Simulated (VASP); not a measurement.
Pb, 1 atom in the cell. It takes space group Fm-3m (No. 225, cubic). Conventional cell: a = 5.041 Å, b = 5.041 Å, c = 5.041 Å, α = 90.00°, β = 90.00°, γ = 90.00°. Within 4.7 Å of Pb (site symmetry m-3m) lie 12 Pb at 3.56 Å. 

```yaml
Program: VASP 6.6.1
Task: relaxation of cell and atoms
Functional: PBE
Potentials_or_basis: VASP PAW PBE potentials, release 64 (Pb_d)
Cutoff: 600 eV
k_mesh: 14 × 14 × 14
Occupations: fermi-dirac, width 0.05 eV
Spin: no spin polarisation
Dipole_correction: no
Further_INCAR_settings: ALGO = Normal; EDIFF = 1e-06; IBRION = 2; EDIFFG = -0.005; NSW = 45; ISIF = 3
```

Potentials or basis: VASP PAW PBE potentials, release 64 (Pb_d).

Launch:

```bash
$ cat potpaw_PBE.64/Pb_d/POTCAR > POTCAR
$ mpirun -np 1 vasp_std > vasp.out
```

Hardware: 1 thread of AMD EPYC 9R45 96-Core Processor (Zen 5), on a shared host.

Task: Estimate the wall time of this run.

Result: Wall time 18 s on 1 thread of AMD EPYC 9R45 96-Core Processor (Zen 5), on a shared host, peak memory 0.16 GiB. Counts: scf iterations 10, k points 104, ion steps 1.
